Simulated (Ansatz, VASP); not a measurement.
**CsI in VASP and in Ansatz**

```
Cs I
1.0
     4.50319   -0.01126   -0.01126
    -0.01126    4.50319   -0.01126
    -0.01126   -0.01126    4.50319
Cs I
1 1
Direct
  0.00000 0.00000 0.00000
  0.50000 0.50000 0.50000
```

Change from the starting cell: equal xy, yz and zx engineering shears of -0.5 %.

Alike in both runs: functional PBEsol; k mesh 6 × 6 × 6; no spin polarisation.

Ansatz relaxed the structure, and its values are those at the end. VASP's run is a single point on that final structure, the one shown.

|  | VASP | Ansatz |
| --- | --- | --- |
| version | VASP 6.6.1 | Ansatz 0.2.0 |
| potentials or method | VASP PAW PBE potentials, release 64 (Cs_sv, I), cutoff 500 eV | all-electron LAPW, scalar-relativistic |
| occupations | gaussian, width 0.01 eV | fixed |

|  | VASP | Ansatz | Ansatz less VASP |
| --- | --- | --- | --- |
| gap on the k mesh at the Fermi level (eV) | 3.84 | 3.85 | +0.014 |
| pressure (GPa) | 0.1 | 0.0 | -0.05 |

VASP's potentials were made for PBE, not for PBEsol. Ansatz ran all-electron here, and VASP with PAW potentials.

Spin-orbit coupling is off throughout.
